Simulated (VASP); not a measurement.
Set up this calculation in VASP 6.6.1, as the native input.

| Item | Value |
| --- | --- |
| Task | single point |
| Functional | PBEsol |
| Potentials or basis | VASP PAW PBE potentials, release 64 (Al, Ni) |
| Cutoff | 520 eV |
| k mesh | 14 × 14 × 14 |
| Occupations | gaussian, width 0.15 eV |
| Spin | no spin polarisation |
| Dipole correction | no |
| Further INCAR settings | ALGO = Fast; EDIFF = 1e-07; NBANDS = 24 |

The structure of AlNi3 lies in POSCAR:

```
AlNi3
1.0
    0.2828698575      2.9906221625      2.9906221625
    2.9906221625      0.2828698575      2.9906221625
    2.9906221625      2.9906221625      0.2828698575
Al Ni
1 3
Direct
    0.5000000000      0.5000000000      0.5000000000
    0.2500000000      0.2500000000      0.2500000000
    0.0000000000      0.0000000000      0.0000000000
    0.7500000000      0.7500000000      0.7500000000
```

The input as run:

INCAR

```
ALGO = Fast ; EDIFF = 1E-7
ENCUT = 520 ; GGA = PS
ISIF = 2 ; ISMEAR = 0
LASPH = True ; LCHARG = False
LREAL = False ; LWAVE = False
NBANDS = 24 ; NELM = 60
PREC = Accurate ; SIGMA = 0.15
```

KPOINTS

```
k-points
0
Gamma
  14 14 14
```

Potentials or basis: VASP PAW PBE potentials, release 64 (Al, Ni).

Run with:

```sh
$ cat potpaw_PBE.64/Al/POTCAR potpaw_PBE.64/Ni/POTCAR > POTCAR
$ mpirun -np 1 vasp_std > vasp.out
```

It gave:

| Item | Value |
| --- | --- |
| Pressure | -4.6 GPa |
| Largest force | 0.078 eV/Å |
| Band gap on the k mesh | zero (an odd number of electrons rules out a gap without spin polarisation) |

Caveat: the cell stands under tension; the PAW data sets were made with another functional, which shifts forces and pressure a little.

Run time: 3.4 min on 1 thread of AMD EPYC 9R45 96-Core Processor (Zen 5), with other jobs on the host, peak memory 0.36 GiB.
